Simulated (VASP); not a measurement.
# Se (Pm-3m) in VASP: notebook

Runs on Se. Level: LDA. Tasks: single point.

All numbers are computed with VASP 6.6.1; they aren't measurements. Logs are shortened: lines on timing, memory, paths and dates and some standing lists are left out, and cuts for length are marked.

## 1. The cell of the first run

The structure is cubic, space group Pm-3m (No. 221). The conventional cell has a = 2.122 Å, b = 2.122 Å, c = 2.122 Å, α = 90.00°, β = 90.00°, γ = 90.00°. Se (site symmetry m-3m) has 6 Se at 2.12 Å within 2.8 Å.

## 2. Single point, LDA (volume scaled by 0.45)

File INCAR:

```
SYSTEM = Se
PREC     = Accurate       ! precision mode
ENCUT    = 520            ! plane-wave cutoff, eV
EDIFF    = 1E-6           ! SCF threshold, eV
ISMEAR   = -1             ! smearing method
SIGMA    = 0.08           ! smearing width, eV
LREAL    = .FALSE.        ! projectors in reciprocal space
LASPH    = .TRUE.         ! aspherical terms in the spheres
NELM     = 60             ! most SCF steps
ALGO     = Normal         ! electronic algorithm
ISIF     = 2              ! what is computed and relaxed
LWAVE    = .FALSE.        ! write WAVECAR
LCHARG   = .FALSE.        ! write CHGCAR
GGA      = CA             ! functional
NBANDS   = 9              ! bands
```

File KPOINTS:

```
regular mesh
0
G
  13 13 13
  0 0 0
```

File POSCAR:

```
Se
1.0
    2.1220834487      0.0000000000      0.0000000000
    0.0000000000      2.1220834487      0.0000000000
    0.0000000000      0.0000000000      2.1220834487
Se
1
Direct
    0.0000000000      0.0000000000      0.0000000000
```

Potentials or basis: VASP PAW LDA potentials, release 64 (Se).

Started as:

```sh
cat potpaw_LDA.64/Se/POTCAR > POTCAR
mpirun -np 1 vasp_std > vasp.out
```

OUTCAR:

```text
SYSTEM = Se
   PREC = Accurate
   ENCUT = 520
   EDIFF = 1E-6
   ISMEAR = -1
   LREAL = .FALSE.
   LASPH = .TRUE.
   NELM = 60
   ISIF = 2
   GGA = CA

 ion  position               nearest neighbor table
   1  0.000  0.000  0.000-

  LATTYP: Found a simple cubic cell.
 ALAT       =     2.1220834487

  Lattice vectors:

 A1 = (   2.1220834487,   0.0000000000,   0.0000000000)
 A2 = (   0.0000000000,   2.1220834487,   0.0000000000)
 A3 = (   0.0000000000,   0.0000000000,   2.1220834487)

Analysis of symmetry for initial positions (statically):
=====================================================================
 Subroutine PRICEL returns:
 Original cell was already a primitive cell.

 Routine SETGRP: Setting up the symmetry group for a
 simple cubic supercell.

 Subroutine GETGRP returns: Found 48 space group operations
 (whereof 48 operations were pure point group operations)
 out of a pool of 48 trial point group operations.

The static configuration has the point symmetry O_h .

Analysis of symmetry for dynamics (positions and initial velocities):
=====================================================================
 Subroutine PRICEL returns:
 Original cell was already a primitive cell.

 Routine SETGRP: Setting up the symmetry group for a
 simple cubic supercell.

 Subroutine GETGRP returns: Found 48 space group operations
 (whereof 48 operations were pure point group operations)
 out of a pool of 48 trial point group operations.

The dynamic configuration has the point symmetry O_h .

 Subroutine INISYM returns: Found 48 space group operations
 (whereof 48 operations are pure point group operations),
 and found     1 'primitive' translations

----------------------------------------------------------------------------------------

                                     Primitive cell

  volume of cell :       9.5562

  direct lattice vectors                    reciprocal lattice vectors
     2.122083449  0.000000000  0.000000000     0.471235003  0.000000000  0.000000000
     0.000000000  2.122083449  0.000000000     0.000000000  0.471235003  0.000000000
     0.000000000  0.000000000  2.122083449     0.000000000  0.000000000  0.471235003

  length of vectors
     2.122083449  2.122083449  2.122083449     0.471235003  0.471235003  0.471235003

  position of ions in fractional coordinates (direct lattice)
     0.000000000  0.000000000  0.000000000

  ion indices of the primitive-cell ions
   primitive index   ion index
                 1           1

----------------------------------------------------------------------------------------

 KPOINTS: regular mesh

Automatic generation of k-mesh.
 Grid dimensions read from file:
 generate k-points for:   13   13   13

 Generating k-lattice:

  Cartesian coordinates                     Fractional coordinates (reciprocal lattice)
     0.036248846  0.000000000  0.000000000     0.076923077  0.000000000  0.000000000
     0.000000000  0.036248846  0.000000000     0.000000000  0.076923077  0.000000000
     0.000000000  0.000000000  0.036248846     0.000000000  0.000000000  0.076923077

  Length of vectors
     0.036248846  0.036248846  0.036248846

  Shift w.r.t. Gamma in fractional coordinates (k-lattice)
     0.000000000  0.000000000  0.000000000

 Subroutine IBZKPT returns following result:
 ===========================================

 Found     84 irreducible k-points:

 Following reciprocal coordinates:
            Coordinates               Weight
  0.000000  0.000000  0.000000      1.000000
  0.076923  0.000000  0.000000      6.000000
  0.153846  0.000000  0.000000      6.000000
  0.230769  0.000000  0.000000      6.000000
  0.307692  0.000000  0.000000      6.000000
  0.384615  0.000000  0.000000      6.000000
[... 16 lines left out ...]
  0.307692  0.307692  0.000000     12.000000
  0.384615  0.307692  0.000000     24.000000
 [... further k-points ...]
   k-points           NKPTS =     84   k-points in BZ     NKDIM =     84   number of bands    NBANDS=      9
   number of dos      NEDOS =    301   number of ions     NIONS =      1
   total plane-waves  NPLWV =   4096
   dimension x,y,z NGX =    16 NGY =   16 NGZ =   16
   dimension x,y,z NGXF=    32 NGYF=   32 NGZF=   32
   ions per type =               1
   NGX,Y,Z   is equivalent  to a cutoff of  12.53, 12.53, 12.53 a.u.
   NGXF,Y,Z  is equivalent  to a cutoff of  25.07, 25.07, 25.07 a.u.
 SYSTEM =  Se
   PREC   = accura    normal or accurate (medium, high low for compatibility)
   ISTART =      0    job   : 0-new  1-cont  2-samecut
   ICHARG =      2    charge: 1-file 2-atom 10-const
   ISPIN  =      1    spin polarized calculation?
   LNONCOLLINEAR =      F non collinear calculations
   LSORBIT =      F    spin-orbit coupling
   LASPH  =      T    aspherical Exc in radial PAW
   ENCUT  =  520.0 eV  38.22 Ry    6.18 a.u.   3.95  3.95  3.95*2*pi/ulx,y,z
   NELM   =     60;   NELMIN=  2; NELMDL= -5     # of ELM steps
   EDIFF  = 0.1E-05   stopping-criterion for ELM
   LREAL  =      F    real-space projection
   EDIFFG = 0.1E-04   stopping-criterion for IOM
   NSW    =      0    number of steps for IOM
   IBRION =     -1    ionic relax: 0-MD 1-quasi-New 2-CG
   NFREE  =      0    steps in history (QN), initial steepest desc. (CG)
   ISIF   =      2    stress and relaxation
   ISYM   =      2    0-nonsym 1-usesym 2-fastsym
   POTIM  = 0.5000    time-step for ionic-motion
   TEBEG  =    0.0;   TEEND  =   0.0 temperature during run
   PSTRESS=    0.0 pullay stress
   NELECT =       6.0000    total number of electrons
   NUPDOWN=      -1.0000    fix difference up-down
   EMIN   =  10.00;   EMAX   =-10.00  energy-range for DOS
   EFERMI =   0.00;   METHOD = LEGACY
   ISMEAR =    -1;   SIGMA  =   0.08  broadening in eV -4-tet -1-fermi 0-gaus
   EFERMI_NEDOS =   21; number of points for ismear=-14 and -15
   IALGO  =     38    algorithm
   IMIX   =      4    mixing-type and parameters
     AMIX     =   0.40;   BMIX     =  1.00
     AMIX_MAG =   1.60;   BMIX_MAG =  1.00
  volume/ion in A,a.u.               =       9.56        64.49
  Fermi-wavevector in a.u.,A,eV,Ry     =   1.401832  2.649079 26.737276  1.965134
  Thomas-Fermi vector in A             =   2.524655
   LORBIT       =      0    0 simple, 1 ext, 2 COOP (PROOUT), +10 PAW based schemes
   GGA     = CA    functional components
   LHFCALC =     F    Hartree Fock is set to
   AEXX    =    0.0000 exact exchange contribution
   IVDW    =     0    specifies the selected vdW correction
   LEPSILON=     F    determine dielectric tensor
   LRPA    =     F    only Hartree local field effects (RPA)
 non-spin polarized calculation
  energy-cutoff  :      520.00
  volume of cell :        9.56
 maximum number of plane-waves:       280
 NGX is ok and might be reduce to    16
   NGX =  7   NGY =  7   NGZ =  7

 number of electron       5.9999997 magnetization

 Free energy of the ion-electron system (eV)
  ---------------------------------------------------
  ext. energy  EPLUGINS =         0.00000000
  ---------------------------------------------------
  free energy    TOTEN  =         2.18288961 eV

  energy without entropy =        2.18887540  energy(sigma->0) =        2.18588251

 E-fermi :  19.9342     XC(G=0): -14.2721

 val. band max:       19.9249551258   @ k =   0.1538   0.1538   0.1538
 cond. band min:      19.9389544122   @ k =   0.3846   0.3846   0.0769
 fundamental gap:      0.0139992864
 Fermi energy:        19.9341937685

 k-point     1 :       0.0000    0.0000    0.0000
  band No.  band energies     occupation
      1      -8.1964      2.00000
      2      23.1458      0.00000
      3      23.1458      0.00000
      4      23.1458      0.00000
      5      26.1637      0.00000
      6      26.1637      0.00000
      7      34.8170      0.00000
      8      54.0600      0.00000
      9      54.0600      0.00000

 k-point     2 :       0.0769    0.0000    0.0000
  band No.  band energies     occupation
      1      -8.0015      2.00000
      2      20.0988      0.22660
      3      23.3419      0.00000
      4      23.3419      0.00000
      5      26.3193      0.00000
      6      28.7530      0.00000
      7      35.6683      0.00000
      8      51.0913      0.00000
      9      51.0914      0.00000

 k-point     3 :       0.1538    0.0000    0.0000
  band No.  band energies     occupation
      1      -7.4169      2.00000
      2      15.9843      2.00000
      3      23.9212      0.00000
      4      23.9212      0.00000
      5      26.7831      0.00000
      6      31.1550      0.00000
      7      38.5262      0.00000
      8      47.3980      0.00000
      9      47.3981      0.00000

 k-point     4 :       0.2308    0.0000    0.0000
  band No.  band energies     occupation
      1      -6.4456      2.00000
      2      12.0221      2.00000
      3      24.8542      0.00000
      4      24.8542      0.00000
      5      27.5426      0.00000
      6      32.6010      0.00000
      7      42.7065      0.00000
      8      43.9018      0.00000
      9      43.9018      0.00000
[... 205 lines left out ...]
 k-point    22 :       0.4615    0.2308    0.0000
  band No.  band energies     occupation
      1       0.0335      2.00000
      2       4.2436      2.00000
      3      17.8601      2.00000
      4      24.0283      0.00000
      5      30.2653      0.00000
      6      36.3866      0.00000
      7      37.8111      0.00000
      8      38.7542      0.00000
      9      48.5808      0.00000

 k-point    23 :       0.3077    0.3077    0.0000
  band No.  band energies     occupation
      1      -2.0251      2.00000
      2      10.0631      2.00000
      3      12.7311      2.00000
      4      25.3729      0.00000
      5      29.0382      0.00000
      6      34.5559      0.00000
      7      42.9476      0.00000
      8      43.5973      0.00000
      9      44.1473      0.00000

 k-point    24 :       0.3846    0.3077    0.0000
  band No.  band energies     occupation
      1      -0.3597      2.00000
      2       7.8018      2.00000
      3      13.2022      2.00000
      4      22.5838      0.00000
      5      30.4261      0.00000
      6      36.0070      0.00000
      7      40.5987      0.00000
      8      42.2557      0.00000
      9      44.5007      0.00000

 [... further k-points ...]
[... 5 lines left out ...]
  --------------------------------------------------------------------------------------
  -------------------------------------------------------------------------------------
  Total       19.4852978     19.4852978     19.4852978      0.0000000      0.0000000      0.0000000
  in kB     3266.8579870   3266.8579870   3266.8579870      0.0000000      0.0000000      0.0000000
  external PRESSURE =    3266.8579870 kB  Pullay stress =       0.0000000 kB

 VOLUME and BASIS-vectors are now :
 -----------------------------------------------------------------------------
  energy-cutoff  :      520.00
  volume of cell :        9.56
      direct lattice vectors                 reciprocal lattice vectors
     2.122083449  0.000000000  0.000000000     0.471235003  0.000000000  0.000000000
     0.000000000  2.122083449  0.000000000     0.000000000  0.471235003  0.000000000
     0.000000000  0.000000000  2.122083449     0.000000000  0.000000000  0.471235003

 POSITION                                       TOTAL-FORCE (eV/Angst)
 -----------------------------------------------------------------------------------
      0.00000      0.00000      0.00000         0.000000      0.000000      0.000000
 -----------------------------------------------------------------------------------
    total drift:                                0.000000     -0.000000     -0.000000

  FREE ENERGIE OF THE ION-ELECTRON SYSTEM (eV)
  ---------------------------------------------------
  free  energy   TOTEN  =         2.1828896131 eV

  energy  without entropy=        2.1888753979  energy(sigma->0) =        2.18588251
```

It took 3 s on 1 thread of Intel Xeon 6975P-C (Granite Rapids), shared host; peak memory 0.11 GiB.

What came out:

* Free energy: 2.1829 eV
* Pressure: 326.7 GPa
* Band gap on the k mesh: zero (band 3 reaches 28.49 eV, above the bottom of band 4 at 16.18 eV)

Levels at points of the mesh, in eV from the Fermi level:
```csv
k point,band 1,band 2,band 3,band 4,band 5,band 6
"(0.00, 0.00, 0.00)",-28.13,3.21,3.21,3.21,6.23,6.23
```

## 3. Single point, LDA (volume scaled by 0.45)

File INCAR:

```
PREC = Accurate
ENCUT = 520
EDIFF = 1E-6
ISMEAR = -1
SIGMA = 0.08
LREAL = F
LASPH = T
NELM = 100
ALGO = Normal
ISIF = 2
LWAVE = F
LCHARG = F
NBANDS = 9
```

File KPOINTS:

```
Automatic mesh
0
Gamma
  13 13 13
```

POSCAR is that of step 2.

Potentials or basis: VASP PAW LDA potentials, release 64 (Se).

Started as:

```sh
cat potpaw_LDA.64/Se/POTCAR > POTCAR
mpirun -np 1 vasp_std > vasp.out
```

Wall time 2.9 s (1 thread of Intel Xeon 6975P-C (Granite Rapids), shared host); peak memory 0.1 GiB.

The run converged. Its results:

```
Free energy            : 2.1829 eV
Pressure               : 326.7 GPa
Band gap on the k mesh : zero (band 3 reaches 28.49 eV, above the bottom of band 4 at 16.18 eV)
```

Levels at points of the mesh, in eV from the Fermi level:
| k point | band 1 | band 2 | band 3 | band 4 | band 5 | band 6 |
| --- | --- | --- | --- | --- | --- | --- |
| (0.00, 0.00, 0.00) | -28.13 | 3.21 | 3.21 | 3.21 | 6.23 | 6.23 |
